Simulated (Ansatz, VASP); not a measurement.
**TiB2 in VASP and in Ansatz**

Contents of INCAR:

```
PREC = Accurate
ENCUT = 520
EDIFF = 1E-6
ISMEAR = -1
SIGMA = 0.08
LREAL = False
LASPH = True
NELM = 100
ALGO = Normal
ISIF = 2
LWAVE = False
LCHARG = False
GGA = PE
NBANDS = 16
```

Contents of KPOINTS:

```
regular mesh
0
Gamma
  15 15 13
```

File POSCAR:

```
TiB2
1.0
    2.9686142376      0.0000000000      0.0000000000
   -1.4843071188      2.5708953438      0.0000000000
    0.0000000000      0.0000000000      3.2284000000
Ti B
1 2
Direct
    0.0000000000      0.0000000000      0.0000000000
    0.3333333333      0.6666666667      0.5000000000
    0.6666666667      0.3333333333      0.5000000000
```

Input for Ansatz:

```yaml
crystal:
  lattice:
    - [2.9686142376, 0.0, 0.0]
    - [-1.4843071188, 2.5708953438, 0.0]
    - [0.0, 0.0, 3.2284]
  atoms:
    - { symbol: Ti, position: [0.0, 0.0, 0.0] }
    - { symbol: B, position: [0.3333333333, 0.6666666667, 0.5] }
    - { symbol: B, position: [0.6666666667, 0.3333333333, 0.5] }
kpoints:
  mp_grid: { grid: [15, 15, 13] }
  band_path:
    path:
      - [0.0, 0.0, 0.0]
      - [0.5, 0.0, 0.0]
      - [0.3333333333, 0.3333333333, 0.0]
      - [0.0, 0.0, 0.0]
      - [0.0, 0.0, 0.5]
      - [0.5, 0.0, 0.5]
      - [0.3333333333, 0.3333333333, 0.5]
      - [0.0, 0.0, 0.5]
      - [0.5, 0.0, 0.5]
    npoints: 5
scf:
  occupations: { method: fermi_dirac, width: 0.08 }
hamiltonian:
  xc: pbe
  pseudopotentials: { kind: all_electron, lapw: { basis_error: 0.001 } }
output:
  forces: true
  stress: true
  eigenvalues: true
```

Change from the starting cell: equal xx and yy strain of -2 %.

Alike in both runs: task single point; functional PBE; k mesh 15 × 15 × 13; occupations fermi-dirac, width 0.08 eV; no spin polarisation.

```csv
,VASP,Ansatz
version,VASP 6.6.1,Ansatz 0.2.0
potentials or method,"VASP PAW PBE potentials, release 64 (Ti_sv, B), cutoff 520 eV","all-electron LAPW, scalar-relativistic"
```

|  | VASP | Ansatz | Ansatz less VASP |
| --- | --- | --- | --- |
| pressure (GPa) | 12.5 | 12.3 | -0.23 |
| traceless stress, the component that is largest in VASP (GPa) | -8.20 | -8.18 | +0.017 |

Ansatz ran all-electron here, and VASP with PAW potentials.
